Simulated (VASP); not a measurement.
# Mo (I4/mmm) in VASP: a series of runs

The runs below take Mo through single point, with PBE.

Program: VASP 6.6.1. These are calculated values, not measurements. Logs are shortened: lines on timing, memory, paths and dates and some standing lists are left out, and cuts for length are marked.

### Step 1. The cell of the first run

It takes space group I4/mmm (No. 139, tetragonal). The conventional cell has a = 3.147 Å, b = 3.147 Å, c = 3.052 Å, α = 90.00°, β = 90.00°, γ = 90.00°. Within 3.6 Å of Mo (site symmetry 4/mmm) lie 14 Mo at 2.70 to 3.15 Å.

### Step 2. Single point, PBE

The input, INCAR:

```
  ALGO = Normal
  EDIFF = 1E-6
  ENCUT = 500
  GGA = PE
  GGA_COMPAT = F
  ISIF = 2
  ISMEAR = 1
  LASPH = T
  LCHARG = F
  LREAL = F
  LWAVE = F
  NBANDS = 13
  NELM = 120
  PREC = Accurate
  SIGMA = 0.1
```

The input, KPOINTS:

```
k-points
0
Gamma
  15 15 15
```

The input, POSCAR:

```
Mo
1.0
   -1.5734150000      1.5734150000      1.5262125500
    1.5734150000     -1.5734150000      1.5262125500
    1.5734150000      1.5734150000     -1.5262125500
Mo
1
Direct
    0.0000000000      0.0000000000      0.0000000000
```

Potentials or basis: VASP PAW PBE potentials, release 64 (Mo_sv).

Run with:

```
cat potpaw_PBE.64/Mo_sv/POTCAR > POTCAR
mpirun -np 1 vasp_std > vasp.out
```

OUTCAR:

```text
EDIFF = 1E-6
   ENCUT = 500
   GGA = PE
   ISIF = 2
   ISMEAR = 1
   LASPH = T
   LREAL = F
   NELM = 120
   PREC = Accurate

 ion  position               nearest neighbor table
   1  0.000  0.000  0.000-

  LATTYP: Found a body centered tetragonal cell.
 ALAT       =     3.1468300000
 C/A-ratio  =     0.9700000000

  Lattice vectors:

 A1 = (  -1.5734150000,   1.5734150000,   1.5262125500)
 A2 = (   1.5734150000,  -1.5734150000,   1.5262125500)
 A3 = (   1.5734150000,   1.5734150000,  -1.5262125500)

Analysis of symmetry for initial positions (statically):
=====================================================================
 Subroutine PRICEL returns:
 Original cell was already a primitive cell.

 Routine SETGRP: Setting up the symmetry group for a
 body centered tetragonal supercell.

 Subroutine GETGRP returns: Found 16 space group operations
 (whereof 16 operations were pure point group operations)
 out of a pool of 16 trial point group operations.

The static configuration has the point symmetry D_4h.

Analysis of symmetry for dynamics (positions and initial velocities):
=====================================================================
 Subroutine PRICEL returns:
 Original cell was already a primitive cell.

 Routine SETGRP: Setting up the symmetry group for a
 body centered tetragonal supercell.

 Subroutine GETGRP returns: Found 16 space group operations
 (whereof 16 operations were pure point group operations)
 out of a pool of 16 trial point group operations.

The dynamic configuration has the point symmetry D_4h.

 Subroutine INISYM returns: Found 16 space group operations
 (whereof 16 operations are pure point group operations),
 and found     1 'primitive' translations

----------------------------------------------------------------------------------------

                                     Primitive cell

  volume of cell :      15.1134

  direct lattice vectors                    reciprocal lattice vectors
    -1.573415000  1.573415000  1.526212550     0.000000000  0.317780115  0.327608366
     1.573415000 -1.573415000  1.526212550     0.317780115  0.000000000  0.327608366
     1.573415000  1.573415000 -1.526212550     0.317780115  0.317780115  0.000000000

  length of vectors
     2.698257636  2.698257636  2.698257636     0.456411485  0.456411485  0.449408949

  position of ions in fractional coordinates (direct lattice)
     0.000000000  0.000000000  0.000000000

  ion indices of the primitive-cell ions
   primitive index   ion index
                 1           1

----------------------------------------------------------------------------------------

 KPOINTS: k-points

Automatic generation of k-mesh.
 Grid dimensions read from file:
 generate k-points for:   15   15   15

 Generating k-lattice:

  Cartesian coordinates                     Fractional coordinates (reciprocal lattice)
     0.000000000  0.021185341  0.021840558     0.066666667 -0.000000000  0.000000000
     0.021185341  0.000000000  0.021840558    -0.000000000  0.066666667  0.000000000
     0.021185341  0.021185341  0.000000000     0.000000000  0.000000000  0.066666667

  Length of vectors
     0.030427432  0.030427432  0.029960597

  Shift w.r.t. Gamma in fractional coordinates (k-lattice)
     0.000000000  0.000000000  0.000000000

 Subroutine IBZKPT returns following result:
 ===========================================

 Found    288 irreducible k-points:

 Following reciprocal coordinates:
            Coordinates               Weight
  0.000000  0.000000  0.000000      1.000000
  0.066667 -0.000000  0.000000      8.000000
  0.133333  0.000000 -0.000000      8.000000
  0.200000  0.000000  0.000000      8.000000
  0.266667  0.000000 -0.000000      8.000000
  0.333333  0.000000  0.000000      8.000000
[... 16 lines left out ...]
  0.133333  0.133333 -0.000000      8.000000
  0.200000  0.133333  0.000000     16.000000
 [... further k-points ...]
   k-points           NKPTS =    288   k-points in BZ     NKDIM =    288   number of bands    NBANDS=     13
   number of dos      NEDOS =    301   number of ions     NIONS =      1
   total plane-waves  NPLWV =   8000
   dimension x,y,z NGX =    20 NGY =   20 NGZ =   20
   dimension x,y,z NGXF=    40 NGYF=   40 NGZF=   40
   ions per type =               1
   NGX,Y,Z   is equivalent  to a cutoff of  12.32, 12.32, 12.32 a.u.
   NGXF,Y,Z  is equivalent  to a cutoff of  24.64, 24.64, 24.64 a.u.
 SYSTEM =  unknown system
   PREC   = accura    normal or accurate (medium, high low for compatibility)
   ISTART =      0    job   : 0-new  1-cont  2-samecut
   ICHARG =      2    charge: 1-file 2-atom 10-const
   ISPIN  =      1    spin polarized calculation?
   LNONCOLLINEAR =      F non collinear calculations
   LSORBIT =      F    spin-orbit coupling
   LASPH  =      T    aspherical Exc in radial PAW
   ENCUT  =  500.0 eV  36.75 Ry    6.06 a.u.   4.92  4.92  4.92*2*pi/ulx,y,z
   NELM   =    120;   NELMIN=  2; NELMDL= -5     # of ELM steps
   EDIFF  = 0.1E-05   stopping-criterion for ELM
   LREAL  =      F    real-space projection
   EDIFFG = 0.1E-04   stopping-criterion for IOM
   NSW    =      0    number of steps for IOM
   IBRION =     -1    ionic relax: 0-MD 1-quasi-New 2-CG
   NFREE  =      0    steps in history (QN), initial steepest desc. (CG)
   ISIF   =      2    stress and relaxation
   ISYM   =      2    0-nonsym 1-usesym 2-fastsym
   POTIM  = 0.5000    time-step for ionic-motion
   TEBEG  =    0.0;   TEEND  =   0.0 temperature during run
   PSTRESS=    0.0 pullay stress
   NELECT =      14.0000    total number of electrons
   NUPDOWN=      -1.0000    fix difference up-down
   EMIN   =  10.00;   EMAX   =-10.00  energy-range for DOS
   EFERMI =   0.00;   METHOD = LEGACY
   ISMEAR =     1;   SIGMA  =   0.10  broadening in eV -4-tet -1-fermi 0-gaus
   EFERMI_NEDOS =   21; number of points for ismear=-14 and -15
   IALGO  =     38    algorithm
   IMIX   =      4    mixing-type and parameters
     AMIX     =   0.40;   BMIX     =  1.00
     AMIX_MAG =   1.60;   BMIX_MAG =  1.00
  volume/ion in A,a.u.               =      15.11       101.99
  Fermi-wavevector in a.u.,A,eV,Ry     =   1.595868  3.015753 34.651248  2.546795
  Thomas-Fermi vector in A             =   2.693720
   LORBIT       =      0    0 simple, 1 ext, 2 COOP (PROOUT), +10 PAW based schemes
   GGA     = PE    functional components
   LHFCALC =     F    Hartree Fock is set to
   AEXX    =    0.0000 exact exchange contribution
   IVDW    =     0    specifies the selected vdW correction
   LEPSILON=     F    determine dielectric tensor
   LRPA    =     F    only Hartree local field effects (RPA)
 non-spin polarized calculation
 Methfessel and Paxton  Order N= 1 SIGMA  =   0.10
  energy-cutoff  :      500.00
  volume of cell :       15.11
 maximum number of plane-waves:       398
   NGX =  9   NGY =  9   NGZ =  9

 number of electron      13.9999998 magnetization

 Free energy of the ion-electron system (eV)
  ---------------------------------------------------
  ext. energy  EPLUGINS =         0.00000000
  ---------------------------------------------------
  free energy    TOTEN  =       -10.89392102 eV

  energy without entropy =      -10.89369160  energy(sigma->0) =      -10.89384455

 E-fermi :  13.1030     XC(G=0): -13.5822

 val. band max:       13.1024678501   @ k =   0.4000   0.1333   0.0000
 cond. band min:      13.1042996763   @ k =  -0.2000   0.0667   0.0000
 fundamental gap:      0.0018318262
 Fermi energy:        13.1030027107

 k-point     1 :       0.0000    0.0000    0.0000
  band No.  band energies     occupation
      1     -48.1466      2.00000
      2     -21.3335      2.00000
      3     -21.3335      2.00000
      4     -21.3238      2.00000
      5       5.8010      2.00000
      6      11.4741      2.00000
      7      11.8449      2.00000
      8      11.8449      2.00000
      9      14.6099     -0.00000
     10      15.0983     -0.00000
     11      27.8338      0.00000
     12      27.8338      0.00000
     13      28.4452      0.00000

 k-point     2 :       0.0667   -0.0000    0.0000
  band No.  band energies     occupation
      1     -48.1337      2.00000
      2     -21.4011      2.00000
      3     -21.3562      2.00000
      4     -21.3298      2.00000
      5       6.0076      2.00000
      6      11.4600      2.00000
      7      11.8168      2.00000
      8      11.9314      2.00000
      9      14.5722     -0.00000
     10      14.9728     -0.00000
     11      28.1192      0.00000
     12      28.1868      0.00000
     13      28.7289      0.00000

 k-point     3 :       0.1333    0.0000   -0.0000
  band No.  band energies     occupation
      1     -48.0970      2.00000
      2     -21.6024      2.00000
      3     -21.4197      2.00000
      4     -21.3337      2.00000
      5       6.5797      2.00000
      6      11.1939      2.00000
      7      11.6980      2.00000
      8      12.4422      2.00000
      9      14.4188     -0.00000
     10      14.8478     -0.00000
     11      28.5882      0.00000
     12      29.2016      0.00000
     13      29.5274      0.00000
[... 305 lines left out ...]
 k-point    23 :       0.1333    0.1333   -0.0000
  band No.  band energies     occupation
      1     -48.0121      2.00000
      2     -22.0290      2.00000
      3     -21.5185      2.00000
      4     -21.4092      2.00000
      5       7.8162      2.00000
      6      10.7940      2.00000
      7      10.9722      2.00000
      8      14.0627     -0.00000
      9      14.0783     -0.00000
     10      15.2222      0.00000
     11      29.3441      0.00000
     12      29.7825      0.00000
     13      30.9060      0.00000

 k-point    24 :       0.2000    0.1333    0.0000
  band No.  band energies     occupation
      1     -47.9540      2.00000
      2     -22.2880      2.00000
      3     -21.6336      2.00000
      4     -21.4317      2.00000
      5       8.4031      2.00000
      6      10.4173      2.00000
      7      10.9523      2.00000
      8      14.0675     -0.00000
      9      15.3944      0.00000
     10      15.5699      0.00000
     11      28.5552      0.00000
     12      29.2438      0.00000
     13      32.0662      0.00000

 [... further k-points ...]

------------------------ aborting loop because EDIFF is reached ----------------------------------------

  FORCE on cell =-STRESS in cart. coord.  units (eV):
  Direction    XX          YY          ZZ          XY          YZ          ZX
  --------------------------------------------------------------------------------------
  -------------------------------------------------------------------------------------
  Total        0.9539418      0.9539418      1.9049418      0.0000000     -0.0000000      0.0000000
  in kB      101.1278716    101.1278716    201.9438875      0.0000000     -0.0000000      0.0000000
  external PRESSURE =     134.7332102 kB  Pullay stress =       0.0000000 kB

 VOLUME and BASIS-vectors are now :
 -----------------------------------------------------------------------------
  energy-cutoff  :      500.00
  volume of cell :       15.11
      direct lattice vectors                 reciprocal lattice vectors
    -1.573415000  1.573415000  1.526212550     0.000000000  0.317780115  0.327608366
     1.573415000 -1.573415000  1.526212550     0.317780115  0.000000000  0.327608366
     1.573415000  1.573415000 -1.526212550     0.317780115  0.317780115  0.000000000

 POSITION                                       TOTAL-FORCE (eV/Angst)
 -----------------------------------------------------------------------------------
      0.00000      0.00000      0.00000        -0.000000      0.000000     -0.000000
 -----------------------------------------------------------------------------------
    total drift:                                0.000000     -0.000000      0.000000

  FREE ENERGIE OF THE ION-ELECTRON SYSTEM (eV)
  ---------------------------------------------------
  free  energy   TOTEN  =       -10.8939210207 eV

  energy  without entropy=      -10.8936915979  energy(sigma->0) =      -10.89384455
```

Wall time 82 s (1 thread of Intel Xeon 8259CL, shared host); peak memory 0.13 GiB.

What came out:

```
Free energy            : -10.8939 eV
Pressure               : 13.5 GPa
Band gap on the k mesh : zero (bands 7 and 8 overlap by 5.23 eV)
```

Stress tensor (GPa, compression positive):
```
10.11  0.00  0.00
 0.00 10.11  0.00
 0.00  0.00 20.19
```

Levels at points of the mesh, in eV from the Fermi level:
```tsv
k point	band 5	band 6	band 7	band 8	band 9	band 10
(0.00, 0.00, 0.00)	-7.30	-1.63	-1.26	-1.26	1.51	2.00
```

Caveat: the stress differs along the axes, from 10 to 20 GPa.

### Step 3. Single point, PBE

This run uses another cell than the first one, of 15.35 Å³/atom.

The input, INCAR:

```
PREC = Accurate
ENCUT = 500
EDIFF = 1E-6
ISMEAR = 1
SIGMA = 0.1
LREAL = False
LASPH = True
NELM = 120
ALGO = Normal
ISIF = 2
LWAVE = False
LCHARG = False
GGA = PE
NBANDS = 13
GGA_COMPAT = False
```

The input, KPOINTS:

```
regular mesh
0
Gamma
  15 15 15
```

The input, POSCAR:

```
Mo
1.0
   -1.5734150000      1.5734150000      1.5498137750
    1.5734150000     -1.5734150000      1.5498137750
    1.5734150000      1.5734150000     -1.5498137750
Mo
1
Direct
    0.0000000000      0.0000000000      0.0000000000
```

Potentials or basis: VASP PAW PBE potentials, release 64 (Mo_sv).

Run with:

```
cat potpaw_PBE.64/Mo_sv/POTCAR > POTCAR
mpirun -np 1 vasp_std > vasp.out
```

Wall time 78 s (1 thread of Intel Xeon 8259CL, shared host); peak memory 0.13 GiB.

It converged, with:

```yaml
Free_energy: -10.9173 eV
Pressure: 8.8 GPa
Band_gap_on_the_k_mesh: zero (bands 7 and 8 overlap by 5.12 eV)
```

Stress tensor (GPa, compression positive):
```
 7.22  0.00  0.00
 0.00  7.22  0.00
 0.00  0.00 11.89
```

Levels at points of the mesh, in eV from the Fermi level:
| k point | band 4 | band 5 | band 6 | band 7 | band 8 | band 9 | band 10 | band 11 |
| --- | --- | --- | --- | --- | --- | --- | --- | --- |
| (0.00, 0.00, 0.00) | -34.45 | -7.24 | -1.46 | -1.28 | -1.28 | 1.63 | 1.87 | 14.82 |

Caveat: the cell stands under pressure.

### Step 4. Single point, PBE

This run uses another cell than the first one, of 15.81 Å³/atom.

The input, INCAR:

```
PREC = Accurate
ENCUT = 500
EDIFF = 1E-6
ISMEAR = 1
SIGMA = 0.1
LREAL = F
LASPH = T
NELM = 120
ALGO = Normal
ISIF = 2
LWAVE = F
LCHARG = T
GGA = PE
LELF = T
LVHAR = T
NBANDS = 13
GGA_COMPAT = F
```

KPOINTS is that of step 3.

The input, POSCAR:

```
Mo
1.0
   -1.5734150000      1.5734150000      1.5970162250
    1.5734150000     -1.5734150000      1.5970162250
    1.5734150000      1.5734150000     -1.5970162250
Mo
1
Direct
    0.0000000000      0.0000000000      0.0000000000
```

Run with:

```
cat potpaw_PBE.64/Mo_sv/POTCAR > POTCAR
mpirun -np 1 vasp_std > vasp.out
```

Run time: 85 s. Hardware: 1 thread of Intel Xeon 8259CL, shared host; peak memory 0.13 GiB.

Results (log left out):

| Item | Value |
| --- | --- |
| Free energy | -10.9306 eV |
| Pressure | 0.4 GPa |
| Band gap on the k mesh | zero (bands 7 and 8 overlap by 4.89 eV) |

Stress tensor (GPa, compression positive):
```
 1.77  0.00  0.00
 0.00  1.77  0.00
 0.00  0.00 -2.41
```

Levels at points of the mesh, in eV from the Fermi level:
```
           k point  band 5  band 6  band 7  band 8  band 9  band 10
(0.00, 0.00, 0.00)   -7.14   -1.34   -1.34   -1.18    1.58     1.80
```

### Step 5. Single point, PBE

This run uses another cell than the first one, of 16.05 Å³/atom.

The input, INCAR:

```
  PREC = Accurate
  ENCUT = 500
  EDIFF = 1E-6
  ISMEAR = 1
  SIGMA = 0.1
  LREAL = F
  LASPH = T
  NELM = 120
  ALGO = Normal
  ISIF = 2
  LWAVE = F
  LCHARG = T
  GGA = PE
  LELF = T
  LVHAR = T
  NBANDS = 13
  GGA_COMPAT = F
```

The input, KPOINTS:

```
Automatic mesh
0
Gamma
  15 15 15
```

The input, POSCAR:

```
Mo
1.0
   -1.5734150000      1.5734150000      1.6206174500
    1.5734150000     -1.5734150000      1.6206174500
    1.5734150000      1.5734150000     -1.6206174500
Mo
1
Direct
    0.0000000000      0.0000000000      0.0000000000
```

Run with:

```
cat potpaw_PBE.64/Mo_sv/POTCAR > POTCAR
mpirun -np 1 vasp_std > vasp.out
```

It took 81 s on 1 thread of Intel Xeon 8259CL, shared host; peak memory 0.13 GiB.

It converged, with:

```yaml
Free_energy: -10.9225 eV
Pressure: -3.3 GPa
Band_gap_on_the_k_mesh: zero (bands 7 and 8 overlap by 4.75 eV)
```

Stress tensor (GPa, compression positive):
```
-0.60  0.00  0.00
 0.00 -0.60  0.00
 0.00  0.00 -8.78
```

Levels at points of the mesh, in eV from the Fermi level:
```csv
k point,band 5,band 6,band 7,band 8,band 9,band 10
"(0.00, 0.00, 0.00)",-7.11,-1.38,-1.38,-1.06,1.44,1.85
```

Caveat: the stress differs along the axes, from -9 to -1 GPa.

### Step 6. Overview

```csv
cell,gap on the mesh (eV),pressure (GPa)
"a = 2.698 Å, angles 108.7, 108.7, 111.1°, 1 atom",none,13.5
"a = 2.712 Å, angles 109.1, 109.1, 110.3°, 1 atom",none,8.8
"a = 2.739 Å, angles 109.9, 109.9, 108.7°, 1 atom",none,0.4
"a = 2.753 Å, angles 110.3, 110.3, 107.9°, 1 atom",none,-3.3
```

Alike in all rows: task single point; level PBE; potentials or basis VASP PAW PBE potentials, release 64 (Mo_sv); no spin polarisation; k mesh 15 × 15 × 15; cutoff (eV) 500; smearing methfessel-paxton 0.1 eV.

Caveats: the stress differs along the axes, from 10 to 20 GPa (at least some runs); the cell stands under pressure (at least some runs); the stress differs along the axes, from -9 to -1 GPa (at least some runs).

Total energies depend on the potentials used, so only differences within one code and one set of settings carry meaning.
